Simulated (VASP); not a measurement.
# TiSi31 (a cell with a defect) in VASP: relaxation of the atoms with PBEsol

Aim: the relaxation of the atoms of TiSi31 (a cell with a defect) with PBEsol.

Program: VASP 6.6.1. These are calculated values, not measurements. Logs are shortened: lines on timing, memory, paths and dates and some standing lists are left out, and cuts for length are marked.

## (1) The cell of the first run

The cell holds a defect, 64 atoms: a = 10.866 Å, b = 10.866 Å, c = 10.866 Å, α = 90.00°, β = 90.00°, γ = 90.00°.

## (2) Relaxation of the atoms, PBEsol

The input, INCAR:

```
  PREC = Accurate
  ENCUT = 450
  EDIFF = 1E-7
  ISMEAR = -1
  SIGMA = 0.05
  LREAL = Auto
  LASPH = True
  NELM = 120
  ALGO = Normal
  ISIF = 2
  LWAVE = False
  LCHARG = False
  GGA = PS
  IBRION = 2
  NSW = 100
  EDIFFG = -0.03
  ISYM = -1
  GGA_COMPAT = False
  NELMIN = 4
  KPAR = 1
```

The input, KPOINTS:

```
explicit points
1
Reciprocal
  0.25000000   0.25000000   0.25000000 1
```

The input, POSCAR:

```
TiSi31
1.0
   10.8655790000      0.0000000000      0.0000000000
    0.0000000000     10.8655790000      0.0000000000
    0.0000000000      0.0000000000     10.8655790000
Si Ti
62 2
Direct
    0.9991470000      0.0022820000      0.0028450000
    0.9968090000      0.0025650000      0.5015520000
    0.9990800000      0.5003580000      0.9984260000
    0.9987260000      0.4985150000      0.5016990000
    0.4983120000      0.0006470000      0.0045600000
    0.4982590000      0.9993000000      0.5004660000
    0.4993920000      0.4977400000      0.9944930000
    0.1213860000      0.1243850000      0.1278240000
    0.1218340000      0.1273530000      0.6240430000
    0.1236280000      0.6233940000      0.1238840000
    0.1249100000      0.6253930000      0.6252950000
    0.6227100000      0.1282430000      0.1222410000
    0.6241570000      0.1257310000      0.6237540000
    0.6237150000      0.6230580000      0.1262550000
    0.2489140000      0.2506890000      0.0001750000
    0.2455450000      0.2507770000      0.5010380000
    0.2485110000      0.7459980000      0.0033090000
    0.2512740000      0.7501560000      0.5009330000
    0.7485130000      0.2500910000      0.9998970000
    0.7500100000      0.2510190000      0.5003430000
    0.7498320000      0.7505080000      0.9994490000
    0.7485090000      0.7464460000      0.4978080000
    0.3724790000      0.3739300000      0.1249530000
    0.3745800000      0.3738750000      0.6240970000
    0.3762270000      0.8750300000      0.1235640000
    0.3712450000      0.8751800000      0.6250900000
    0.8767020000      0.3762990000      0.1243560000
    0.8729500000      0.3753360000      0.6265430000
    0.8762070000      0.8803340000      0.1231820000
    0.8750990000      0.8738350000      0.6252680000
    0.2504930000      0.0001210000      0.2511610000
    0.2498640000      0.0005930000      0.7464990000
    0.2511170000      0.5013660000      0.2506750000
    0.2490420000      0.4999720000      0.7494830000
    0.7536770000      0.0018750000      0.2492900000
    0.7496470000      0.0005210000      0.7509170000
    0.7499730000      0.5027560000      0.2512750000
    0.7530670000      0.4965280000      0.7500910000
    0.3753940000      0.1265590000      0.3742690000
    0.3739480000      0.1252840000      0.8726390000
    0.3749190000      0.6196450000      0.3746430000
    0.3715740000      0.6239960000      0.8726410000
    0.8763710000      0.1247530000      0.3734610000
    0.8721040000      0.1262850000      0.8743610000
    0.8740470000      0.6207090000      0.3796540000
    0.8746040000      0.6275940000      0.8726030000
    0.0013510000      0.2504370000      0.2494190000
    0.0000360000      0.2495790000      0.7506310000
    0.9977300000      0.7489110000      0.2513770000
    0.0010280000      0.7516780000      0.7517670000
    0.4993500000      0.2485970000      0.2527270000
    0.5022980000      0.2494530000      0.7537850000
    0.5003920000      0.7474070000      0.2526670000
    0.4976530000      0.7492030000      0.7474950000
    0.1244310000      0.3719040000      0.3772910000
    0.1258950000      0.3739480000      0.8766110000
    0.1227510000      0.8755430000      0.3737840000
    0.1232000000      0.8740170000      0.8745310000
    0.6247970000      0.3751570000      0.3737260000
    0.6242160000      0.3773580000      0.8731410000
    0.6249690000      0.8728520000      0.3726560000
    0.6242110000      0.8763960000      0.8738460000
    0.5029150000      0.5011640000      0.4982930000
    0.6236930000      0.6231310000      0.6270420000
```

Potentials or basis: VASP PAW PBE potentials, release 64 (Si, Ti_sv).

Started as:

```
$ cat potpaw_PBE.64/Si/POTCAR potpaw_PBE.64/Ti_sv/POTCAR > POTCAR
$ mpirun -np 4 vasp_std > vasp.out
```

OUTCAR:

```text
PREC = Accurate
   ENCUT = 450
   EDIFF = 1E-7
   ISMEAR = -1
   LREAL = Auto
   LASPH = True
   NELM = 120
   ISIF = 2
   GGA = PS
   IBRION = 2
   NSW = 100
   EDIFFG = -0.03
   ISYM = -1
   NELMIN = 4

 ion  position               nearest neighbor table
   1  0.999  0.002  0.003-  29 2.29   8 2.32  44 2.38  58 2.39
   2  0.997  0.003  0.502-  43 2.33   9 2.34  30 2.35  57 2.39
   3  0.999  0.500  0.998-  27 2.34  10 2.34  56 2.35  46 2.37
   4  0.999  0.499  0.502-  45 2.31  28 2.35  11 2.36  55 2.36
   5  0.498  0.001  0.005-  25 2.30  12 2.32  62 2.39  40 2.39
   6  0.498  0.999  0.500-  13 2.36  26 2.36  39 2.36  61 2.39
[... 56 lines left out ...]
  63  0.503  0.501  0.498-  41 2.32  64 2.33  59 2.34  24 2.39
  64  0.624  0.623  0.627-  63 2.33  54 2.34  22 2.37  38 2.38

IMPORTANT INFORMATION: All symmetrisations will be switched off!
NOSYMM: (Re-)initialisation of all symmetry stuff for point group C_1.

----------------------------------------------------------------------------------------

                                     Primitive cell

  volume of cell :    1282.7990

  direct lattice vectors                    reciprocal lattice vectors
    10.865579000  0.000000000  0.000000000     0.092033752  0.000000000  0.000000000
     0.000000000 10.865579000  0.000000000     0.000000000  0.092033752  0.000000000
     0.000000000  0.000000000 10.865579000     0.000000000  0.000000000  0.092033752

  length of vectors
    10.865579000 10.865579000 10.865579000     0.092033752  0.092033752  0.092033752

  position of ions in fractional coordinates (direct lattice)
     0.999147000  0.002282000  0.002845000
     0.996809000  0.002565000  0.501552000
     0.999080000  0.500358000  0.998426000
     0.998726000  0.498515000  0.501699000
     0.498312000  0.000647000  0.004560000
     0.498259000  0.999300000  0.500466000
[... 56 lines left out ...]
     0.502915000  0.501164000  0.498293000
     0.623693000  0.623131000  0.627042000

  ion indices of the primitive-cell ions
   primitive index   ion index
                 1           1
                 2           2
                 3           3
                 4           4
                 5           5
                 6           6
[... 56 lines left out ...]
                63          63
                64          64

----------------------------------------------------------------------------------------

 KPOINTS: explicit points

Read explicit list of k-points.

 Found      1 k-points:

 Following reciprocal coordinates:
            Coordinates               Weight
  0.250000  0.250000  0.250000      1.000000
   k-points           NKPTS =      1   k-points in BZ     NKDIM =      1   number of bands    NBANDS=    172
   number of dos      NEDOS =    301   number of ions     NIONS =     64
   total plane-waves  NPLWV = 512000
   dimension x,y,z NGX =    80 NGY =   80 NGZ =   80
   dimension x,y,z NGXF=   160 NGYF=  160 NGZF=  160
   ions per type =              62   2
   NGX,Y,Z   is equivalent  to a cutoff of  12.24, 12.24, 12.24 a.u.
   NGXF,Y,Z  is equivalent  to a cutoff of  24.48, 24.48, 24.48 a.u.
 SYSTEM =  unknown system
   PREC   = accura    normal or accurate (medium, high low for compatibility)
   ISTART =      0    job   : 0-new  1-cont  2-samecut
   ICHARG =      2    charge: 1-file 2-atom 10-const
   ISPIN  =      1    spin polarized calculation?
   LNONCOLLINEAR =      F non collinear calculations
   LSORBIT =      F    spin-orbit coupling
   LASPH  =      T    aspherical Exc in radial PAW
   ENCUT  =  450.0 eV  33.07 Ry    5.75 a.u.  18.79 18.79 18.79*2*pi/ulx,y,z
   NELM   =    120;   NELMIN=  4; NELMDL= -5     # of ELM steps
   EDIFF  = 0.1E-06   stopping-criterion for ELM
   LREAL  =      T    real-space projection
   EDIFFG = -.3E-01   stopping-criterion for IOM
   NSW    =    100    number of steps for IOM
   IBRION =      2    ionic relax: 0-MD 1-quasi-New 2-CG
   NFREE  =      1    steps in history (QN), initial steepest desc. (CG)
   ISIF   =      2    stress and relaxation
   ISYM   =     -1    0-nonsym 1-usesym 2-fastsym
   POTIM  = 0.5000    time-step for ionic-motion
   TEBEG  =    0.0;   TEEND  =   0.0 temperature during run
   PSTRESS=    0.0 pullay stress
   NELECT =     272.0000    total number of electrons
   NUPDOWN=      -1.0000    fix difference up-down
   EMIN   =  10.00;   EMAX   =-10.00  energy-range for DOS
   EFERMI =   0.00;   METHOD = LEGACY
   ISMEAR =    -1;   SIGMA  =   0.05  broadening in eV -4-tet -1-fermi 0-gaus
   EFERMI_NEDOS =   21; number of points for ismear=-14 and -15
   IALGO  =     38    algorithm
   IMIX   =      4    mixing-type and parameters
     AMIX     =   0.40;   BMIX     =  1.00
     AMIX_MAG =   1.60;   BMIX_MAG =  1.00
  volume/ion in A,a.u.               =      20.04       135.26
  Fermi-wavevector in a.u.,A,eV,Ry     =   0.976214  1.844777 12.966261  0.952993
  Thomas-Fermi vector in A             =   2.106815
   LORBIT       =      0    0 simple, 1 ext, 2 COOP (PROOUT), +10 PAW based schemes
   GGA     = PS    functional components
   LHFCALC =     F    Hartree Fock is set to
   AEXX    =    0.0000 exact exchange contribution
   IVDW    =     0    specifies the selected vdW correction
   LEPSILON=     F    determine dielectric tensor
   LRPA    =     F    only Hartree local field effects (RPA)
 conjugate gradient relaxation of ions
 non-spin polarized calculation
  energy-cutoff  :      450.00
  volume of cell :     1282.80
 maximum number of plane-waves:     27841
 NGX is ok and might be reduce to    80
   NGX = 37   NGY = 37   NGZ = 37

--------------------------------------- Ionic step        1  -------------------------------------------

 number of electron     272.0000003 magnetization

 Free energy of the ion-electron system (eV)
  ---------------------------------------------------
  ext. energy  EPLUGINS =         0.00000000
  ---------------------------------------------------
  free energy    TOTEN  =      -366.16412174 eV

  energy without entropy =     -365.99520811  energy(sigma->0) =     -366.07966493

------------------------ aborting loop because EDIFF is reached ----------------------------------------

  FORCE on cell =-STRESS in cart. coord.  units (eV):
  Direction    XX          YY          ZZ          XY          YZ          ZX
  --------------------------------------------------------------------------------------
  -------------------------------------------------------------------------------------
  Total       10.3525133      9.4697605     10.8526370     -5.5776393     -5.0801437     -7.3879523
  in kB       12.9299771     11.8274456     13.5546166     -6.9663034     -6.3449464     -9.2273298
  external PRESSURE =      12.7706798 kB  Pullay stress =       0.0000000 kB
[... 275 lines left out ...]
  FREE ENERGIE OF THE ION-ELECTRON SYSTEM (eV)
  ---------------------------------------------------
  free  energy   TOTEN  =      -367.0705763151 eV

  energy  without entropy=     -366.8920919824  energy(sigma->0) =     -366.98133415

[... ionic steps 4 to 88 ...]

--------------------------------------- Ionic step       89  -------------------------------------------

 number of electron     272.0000007 magnetization

------------------------ aborting loop because EDIFF is reached ----------------------------------------

  FORCE on cell =-STRESS in cart. coord.  units (eV):
  Direction    XX          YY          ZZ          XY          YZ          ZX
  --------------------------------------------------------------------------------------
  -------------------------------------------------------------------------------------
  Total       -7.9402020     -7.9143143    -11.3505213    -11.1292334     -7.9293944     -7.9395172
  in kB       -9.9170731     -9.8847401    -14.1764590    -13.9000772     -9.9035746     -9.9162177
  external PRESSURE =     -11.3260908 kB  Pullay stress =       0.0000000 kB
[... 181 lines left out ...]
  energy  without entropy=     -370.5434332042  energy(sigma->0) =     -370.59909127

--------------------------------------- Ionic step       91  -------------------------------------------

 number of electron     272.0000007 magnetization

 Free energy of the ion-electron system (eV)
  ---------------------------------------------------
  ext. energy  EPLUGINS =         0.00000000
  ---------------------------------------------------
  free energy    TOTEN  =      -370.65553918 eV

  energy without entropy =     -370.54357404  energy(sigma->0) =     -370.59955661

 E-fermi :   6.0364     XC(G=0):  -9.6056

 val. band max:        5.9682148096   @ k =   0.2500   0.2500   0.2500
 cond. band min:       6.1174305890   @ k =   0.2500   0.2500   0.2500
 fundamental gap:      0.1492157794
 Fermi energy:         6.0364425345

 k-point     1 :       0.2500    0.2500    0.2500
  band No.  band energies     occupation
      1     -50.8134      2.00000
      2     -50.3356      2.00000
      3     -27.2841      2.00000
      4     -27.2639      2.00000
      5     -27.0647      2.00000
      6     -26.8390      2.00000
[... 140 lines left out ...]
    147       7.3089      0.00000
    148       7.3768      0.00000
 [bands above 148 left out]

------------------------ aborting loop because EDIFF is reached ----------------------------------------

  FORCE on cell =-STRESS in cart. coord.  units (eV):
  Direction    XX          YY          ZZ          XY          YZ          ZX
  --------------------------------------------------------------------------------------
  -------------------------------------------------------------------------------------
  Total       -7.9507695     -7.9482223    -11.4376410    -11.2688891     -7.8819300     -7.8829389
  in kB       -9.9302716     -9.9270902    -14.2852690    -14.0745030     -9.8442931     -9.8455532
  external PRESSURE =     -11.3808769 kB  Pullay stress =       0.0000000 kB
[... 79 lines left out ...]
  FREE ENERGIE OF THE ION-ELECTRON SYSTEM (eV)
  ---------------------------------------------------
  free  energy   TOTEN  =      -370.6555391776 eV

  energy  without entropy=     -370.5435740446  energy(sigma->0) =     -370.59955661

 reached required accuracy - stopping structural energy minimisation
```

Wall time 1.6 h (4 MPI ranks of Intel Xeon Platinum 8488C (Sapphire Rapids), shared host); peak memory 0.4 GiB.

Results:

```
Free energy                  : -370.6555 eV
Energy gained by relaxing    : 70.2 meV/atom
Ionic steps                  : 91
Pressure after relaxing      : -1.1 GPa
Largest force after relaxing : 0.026 eV/Å
```

Forces in eV/Å, atoms in the order of the input:
```
Si   0.000  0.001  0.021
Si  -0.003 -0.004 -0.008
Si  -0.003 -0.003  0.004
Si   0.001 -0.003 -0.008
Si  -0.002 -0.002  0.002
Si  -0.004  0.001 -0.007
Si  -0.001  0.001 -0.014
Si  -0.005 -0.007 -0.009
Si   0.006  0.007  0.001
Si   0.001  0.002  0.003
Si   0.006 -0.004  0.004
Si   0.002 -0.002  0.004
Si  -0.007  0.007  0.007
Si   0.004  0.006 -0.002
Si  -0.013 -0.014  0.004
Si   0.007  0.005 -0.006
Si  -0.002  0.004  0.007
Si   0.000  0.003  0.004
Si  -0.003  0.001  0.001
Si   0.001  0.002  0.004
Si  -0.002 -0.001  0.006
Si   0.002  0.002  0.005
Si   0.000 -0.003  0.001
Si  -0.001 -0.003 -0.011
Si  -0.004 -0.002 -0.006
Si  -0.006  0.001 -0.007
Si  -0.001 -0.003 -0.008
Si  -0.002 -0.008 -0.006
Si  -0.001 -0.001 -0.004
Si   0.003  0.003  0.001
Si   0.010 -0.001 -0.006
Si  -0.009  0.005  0.006
Si  -0.004 -0.003  0.004
Si  -0.004  0.000 -0.003
Si  -0.001 -0.011  0.001
Si   0.004  0.002  0.003
Si  -0.005  0.004  0.007
Si   0.000  0.002  0.001
Si  -0.003  0.001  0.000
Si   0.009  0.008 -0.004
Si  -0.002  0.004  0.009
Si   0.002 -0.008 -0.024
Si  -0.002  0.011 -0.017
Si   0.010  0.003  0.015
Si   0.005  0.001  0.006
Si   0.002  0.000  0.000
Si  -0.004  0.010 -0.004
Si   0.004 -0.008  0.007
Si  -0.007 -0.002  0.002
Si   0.000  0.002  0.002
Si  -0.004 -0.003  0.001
Si  -0.001 -0.009 -0.009
Si   0.004 -0.008  0.008
Si  -0.002 -0.003  0.001
Si   0.003 -0.003  0.001
Si   0.004  0.008 -0.008
Si   0.010 -0.004 -0.017
Si   0.003  0.009  0.018
Si   0.002 -0.002  0.010
Si   0.004 -0.011 -0.012
Si   0.000  0.003  0.007
Si   0.003  0.002  0.002
Ti  -0.003 -0.003 -0.001
Ti   0.002  0.018  0.010
```

The path:
```
step  energy change (eV)  largest force (eV/Å)  pressure (GPa)
   1              0.0000                1.9517            1.28
   4             -1.0195                0.4744            0.86
   7             -1.0989                0.4301            0.76
  10             -1.2602                0.4024            0.70
  13             -1.4105                0.6619            0.64
  16             -1.7013                1.3008            0.36
  19             -2.0565                0.8302            0.05
  22             -2.3392                0.3338           -0.10
  25             -2.4247                0.1859           -0.10
  28             -2.4656                0.1387           -0.15
  31             -2.5148                0.3283           -0.29
  34             -2.5769                0.2839           -0.64
  37             -2.6216                0.1952           -0.70
  40             -2.6563                0.1358           -0.72
  43             -2.6793                0.1072           -0.73
  46             -2.6978                0.1461           -0.72
  49             -2.7083                0.1661           -0.71
  52             -2.7317                0.2509           -0.69
  55             -2.7542                0.6547           -0.64
  58             -2.8480                0.6714           -0.64
  61             -2.8839                0.7537           -0.65
  64             -2.9970                0.9262           -0.73
  67             -3.3859                1.4415           -0.94
  70             -3.7301                1.0492           -0.99
  73             -4.1472                0.4691           -0.96
  76             -4.3494                0.3951           -0.92
  79             -4.4503                0.1576           -1.01
  82             -4.4708                0.1866           -1.07
  85             -4.4865                0.0531           -1.11
  88             -4.4892                0.0663           -1.13
  91             -4.4914                0.0255           -1.14
```

Final structure:
```
Si Ti
1.0
    10.86558    0.00000    0.00000
     0.00000   10.86558    0.00000
     0.00000    0.00000   10.86558
Si Ti
62 2
Direct
  0.00019 0.00070 0.99731
  0.00263 0.00316 0.49778
  0.99754 0.50209 0.99354
  0.99831 0.50163 0.49846
  0.50154 0.99814 0.99360
  0.50111 0.99887 0.49841
  0.49997 0.50046 0.00058
  0.12578 0.12633 0.12186
  0.12957 0.13003 0.62233
  0.12292 0.62448 0.12451
  0.12575 0.62763 0.62127
  0.62397 0.12355 0.12453
  0.62711 0.12632 0.62124
  0.62547 0.62595 0.12454
  0.25073 0.25123 0.99737
  0.25621 0.25679 0.49598
  0.24473 0.75844 0.00482
  0.25025 0.75010 0.49302
  0.75796 0.24534 0.00487
  0.74962 0.25076 0.49301
  0.74792 0.74843 0.99350
  0.74414 0.74478 0.51217
  0.37486 0.37533 0.12487
  0.39265 0.39329 0.59941
  0.37838 0.87726 0.12647
  0.37532 0.87188 0.62128
  0.87675 0.37898 0.12655
  0.87145 0.37573 0.62132
  0.87354 0.87405 0.11913
  0.87613 0.87672 0.62239
  0.25021 0.00249 0.24836
  0.25189 0.00040 0.74591
  0.25413 0.50453 0.25118
  0.25043 0.50074 0.74410
  0.75098 0.99763 0.24835
  0.74851 0.99921 0.74744
  0.74552 0.49916 0.25349
  0.73337 0.50672 0.72821
  0.37820 0.12629 0.37243
  0.37538 0.12640 0.87164
  0.38356 0.61558 0.38821
  0.36569 0.63491 0.87739
  0.87597 0.12480 0.37177
  0.87649 0.12417 0.86984
  0.87084 0.62819 0.37671
  0.86675 0.62087 0.86386
  0.00198 0.25076 0.24837
  0.99998 0.25232 0.74598
  0.99704 0.75147 0.24842
  0.99864 0.74909 0.74741
  0.50405 0.25470 0.25131
  0.50017 0.25102 0.74409
  0.49862 0.74605 0.25341
  0.50628 0.73389 0.72831
  0.12573 0.37878 0.37241
  0.12591 0.37593 0.87171
  0.12430 0.87648 0.37179
  0.12364 0.87703 0.86978
  0.61512 0.38418 0.38832
  0.63434 0.36626 0.87732
  0.62766 0.87145 0.37660
  0.62032 0.86734 0.86394
  0.57386 0.57455 0.53230
  0.50138 0.50189 0.75531
```

Levels at points of the mesh, in eV from the Fermi level:
| k point | band 132 | band 133 | band 134 | band 135 | band 136 | band 137 | band 138 | band 139 | band 140 | band 141 |
| --- | --- | --- | --- | --- | --- | --- | --- | --- | --- | --- |
| (0.25, 0.25, 0.25) | -0.91 | -0.83 | -0.54 | -0.52 | -0.07 | 0.08 | 0.16 | 0.38 | 0.55 | 0.67 |

Caveat: the PAW data sets were made with another functional, which shifts forces and pressure a little.
